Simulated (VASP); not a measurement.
Input of a VASP 6.6.1 run:

Contents of INCAR:

```
ALGO = Normal ; EDIFF = 1E-6
ENCUT = 600 ; GGA = CA
GGA_COMPAT = False ; ISIF = 2
ISMEAR = -1 ; LASPH = True
LCHARG = False ; LNONCOLLINEAR = True
LORBIT = 11 ; LORBMOM = True
LREAL = False ; LSORBIT = True
LWAVE = False ; MAGMOM = 0 0 0 0 0 0 0 0 0 0 0 0
NBANDS = 30 ; NELM = 200
PREC = Accurate ; SIGMA = 0.0215
```

The input KPOINTS:

```
k-points
0
Gamma
  7 7 4
```

POSCAR

```
MgTe
1.0
    2.2852380000      3.9581430000      0.0000000000
   -2.2852380000      3.9581430000      0.0000000000
    0.0000000000      0.0000000000      7.4118560000
Mg Te
2 2
Direct
    0.3333300000      0.3333400000      0.0000000000
    0.6666600000      0.6666700000      0.5000000000
    0.3333300000      0.3333400000      0.3850000000
    0.6666600000      0.6666700000      0.8850000000
```

Potentials or basis: VASP PAW LDA potentials, release 64 (Mg, Te).

Command:

```bash
$ cat potpaw_LDA.64/Mg/POTCAR potpaw_LDA.64/Te/POTCAR > POTCAR
$ mpirun -np 1 vasp_ncl > vasp.out
```

Question: Predict the largest force.

Answer: 0.203 eV/Å.

Question: What does it give for the net moment?

Answer: 0.00 μB per cell.

Question: Predict the pressure.

Answer: -1.3 GPa.

Stress tensor (GPa, compression positive):
```
-0.97  0.00  0.00
 0.00 -0.97  0.00
 0.00  0.00 -1.96
```
